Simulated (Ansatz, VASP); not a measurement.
## Two plane-wave programs on Pt

```
CELL_PARAMETERS angstrom
2.80729 0.00000 0.00000
-1.40365 2.43119 0.00000
0.00000 0.00000 24.16858
ATOMIC_POSITIONS crystal
Pt 0.66667 0.33333 0.31062
Pt 0.33333 0.66667 0.40624
Pt 0.00000 0.00000 0.50000
Pt 0.66667 0.33333 0.59376
Pt 0.33333 0.66667 0.68938
```

Alike in both runs: functional PBE; k mesh 12 × 12 × 1; occupations gaussian, width 0.1 eV; no spin polarisation.

Ansatz relaxed the structure, and its values are those at the end. VASP's run is a single point on that final structure, the one shown.

|  | VASP | Ansatz |
| --- | --- | --- |
| version | VASP 6.6.1 | Ansatz 0.2.0 |
| potentials or method | VASP PAW PBE potentials, release 64 (Pt), cutoff 520 eV | scalar-relativistic, plane waves, PAW |
| valence electrons in the cell | 50 | 90 |

Ansatz gave:

```
gap on the k mesh at the Fermi level (eV) : none
rms of the force components (eV/Å)        : 0.003
```

**Question.** What did VASP give for the same quantities?

**Answer.** gap on the k mesh at the Fermi level (eV): none; rms of the force components (eV/Å): 0.007.

A gap of «none» marks a metal or a gap that the smearing closes. VASP's potentials hold 50 valence electrons a cell and Ansatz's 90, so a difference there can come from the potentials and not from the codes. Ansatz's warnings: xc potential rough in thin density.

Neither program's run includes spin-orbit coupling.
